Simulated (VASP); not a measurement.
Write the native input for VASP 6.6.1 that does the following.

```
Task                   : single point
Functional             : PBE
Potentials or basis    : VASP PAW PBE potentials, release 64 (Br)
Cutoff                 : 520 eV
k mesh                 : 15 × 15 × 14
Occupations            : fermi-dirac, width 0.1 eV
Spin                   : no spin polarisation
Dipole correction      : no
Further INCAR settings : ALGO = Normal; EDIFF = 1e-06; NBANDS = 10
```

The structure of Br lies in POSCAR:

```
Br
1.0
    3.1648677363      0.0000000000      0.0000000000
   -1.5824338681      2.7408558593      0.0000000000
    0.0000000000      0.0000000000      2.4685191177
Br
1
Direct
    0.0000000000      0.0000000000      0.0000000000
```

These files were run (other wordings do the same):

INCAR

```
SYSTEM = Br
ALGO     = Normal         ! electronic algorithm
EDIFF    = 1E-6           ! SCF threshold, eV
ENCUT    = 520            ! plane-wave cutoff, eV
GGA      = PE             ! functional
ISIF     = 2              ! what is computed and relaxed
ISMEAR   = -1             ! smearing method
LASPH    = .TRUE.         ! aspherical terms in the spheres
LCHARG   = .TRUE.         ! write CHGCAR
LELF     = .TRUE.         ! ELF
LREAL    = .FALSE.        ! projectors in reciprocal space
LVHAR    = .TRUE.       
LWAVE    = .FALSE.        ! write WAVECAR
NBANDS   = 10             ! bands
NELM     = 60             ! most SCF steps
PREC     = Accurate       ! precision mode
SIGMA    = 0.1            ! smearing width, eV
```

KPOINTS

```
k-points
0
G
  15 15 14
  0 0 0
```

Potentials or basis: VASP PAW PBE potentials, release 64 (Br).

The run is started by

```console
$ cat potpaw_PBE.64/Br/POTCAR > POTCAR
$ mpirun -np 1 vasp_std > vasp.out
```

Results of the run:

The pressure is 20.5 GPa.

Caveat: an odd number of electrons without spin polarisation forces a metal; a magnetic or distorted state may lie lower.

Wall time 10 s on 1 thread of Intel(R) Xeon(R) 6975P-C (Granite Rapids), with other jobs on the host, peak memory 0.15 GiB.
